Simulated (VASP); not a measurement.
Here is a VASP 6.6.1 calculation.

The input INCAR:

```
SYSTEM = KBr
ALGO = Normal ; EDIFF = 1E-6
ENCUT = 520 ; GGA = PE
ISIF = 2 ; ISMEAR = -1
IVDW = 13 ; LASPH = .TRUE.
LCHARG = .TRUE. ; LELF = .TRUE.
LREAL = .FALSE. ; LVHAR = .TRUE.
LWAVE = .FALSE. ; NBANDS = 15
NELM = 80 ; PREC = Accurate
SIGMA = 0.05
```

File KPOINTS:

```
k-points
0
G
  7 7 7
  0 0 0
```

File POSCAR:

```
KBr
1.0
    0.0000000000      3.3029067808      3.3029067808
    3.3029067808      0.0000000000      3.3029067808
    3.3029067808      3.3029067808      0.0000000000
Br K
1 1
Direct
    0.5000000000      0.5000000000      0.5000000000
    0.0000000000      0.0000000000      0.0000000000
```

Potentials or basis: VASP PAW PBE potentials, release 64 (Br, K_sv).

Command:

```console
$ cat potpaw_PBE.64/Br/POTCAR potpaw_PBE.64/K_sv/POTCAR > POTCAR
$ mpirun -np 1 vasp_std > vasp.out
```

**Question.** Predict the dispersion energy per atom.

**Answer.** -0.121 eV.

**Question.** What does it give for the pressure?

**Answer.** 0.1 GPa.

**Question.** Predict the band gap on the k mesh.

**Answer.** 4.43 eV, direct.

A k mesh can miss the band edges.
